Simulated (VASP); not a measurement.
## GaN: single point with r2SCAN

Crystal: GaN.

```
Ga N
1.0
     2.69555    0.00000    0.00000
     0.00000    2.69555    0.00000
     0.00000    0.00000    2.69555
Ga N
1 1
Direct
  0.00000 0.00000 0.00000
  0.50000 0.50000 0.50000
```

```yaml
Program: VASP 6.6.1
Task: single point
Functional: r2SCAN
Potentials_or_basis: VASP PAW PBE potentials, release 64 (Ga_d, N)
Cutoff: 520 eV
k_mesh: 6 × 6 × 6
Occupations: fermi-dirac, width 0.02 eV
Spin: no spin polarisation
Dipole_correction: no
Further_INCAR_settings: ALGO = Normal; EDIFF = 1e-06; NBANDS = 16
```

```yaml
Pressure: 1.0 GPa
Band_gap_on_the_k_mesh: zero (band 9 reaches 8.39 eV, above the bottom of band 10 at 6.90 eV)
```

Levels at points of the mesh, in eV from the Fermi level:
```
           k point  band 5  band 6  band 7  band 8  band 9  band 10  band 11  band 12  band 13  band 14
(0.00, 0.00, 0.00)  -15.71  -15.71   -1.64   -1.64   -1.64    -1.48    10.41    10.41    14.93    14.93
(0.50, 0.00, 0.00)  -15.91  -15.69  -10.05   -0.10   -0.10     4.01     5.66    11.42    11.42    14.78
(0.50, 0.50, 0.00)  -15.56  -12.94   -6.91   -6.91   -2.56     0.32     9.09     9.09    14.56    16.12
(0.50, 0.50, 0.50)  -15.55  -12.86   -3.48   -3.48   -3.48     1.51     1.51     1.51     3.68    21.22
```

Wall time 48 s on 1 thread of Intel Xeon 8259CL, with other jobs on the host, peak memory 0.13 GiB.

Caveat: the k points lie up to 0.39 Å⁻¹ apart; the PAW data sets were made with another functional, which shifts forces and pressure a little.
